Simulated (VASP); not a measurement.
ZrC, 2 atoms in the cell. It takes space group P-6m2 (No. 187, hexagonal). The conventional cell has a = 3.219 Å, b = 3.219 Å, c = 2.911 Å, α = 90.00°, β = 90.00°, γ = 120.00°. Within 3.3 Å of Zr (site symmetry -6m2) lie 6 C at 2.36 Å and 8 Zr at 2.91 to 3.22 Å. Within 3.3 Å of C (site symmetry -6m2) lie 6 Zr at 2.36 Å and 8 C at 2.91 to 3.22 Å. 

* Program: VASP 6.6.1
* Task: single point
* Functional: PBE
* Potentials or basis: VASP PAW PBE potentials, release 64 (Zr_sv, C)
* Cutoff: 520 eV
* k mesh: 12 × 12 × 12
* Occupations: gaussian, width 0.05 eV
* Spin: no spin polarisation
* Dipole correction: no
* Further INCAR settings: ALGO = Normal; EDIFF = 1e-07; NBANDS = 15

Potentials or basis: VASP PAW PBE potentials, release 64 (Zr_sv, C).

Command:

```bash
$ cat potpaw_PBE.64/Zr_sv/POTCAR potpaw_PBE.64/C/POTCAR > POTCAR
$ mpirun -np 1 vasp_std > vasp.out
```

Hardware: 1 thread of Intel Xeon 8259CL (shared host).

Question: How long does it take, and how much memory?

Answer: Run time: 39 s on 1 thread of Intel Xeon 8259CL (shared host), peak memory 0.18 GiB. Counts: scf iterations 14, k points 133.
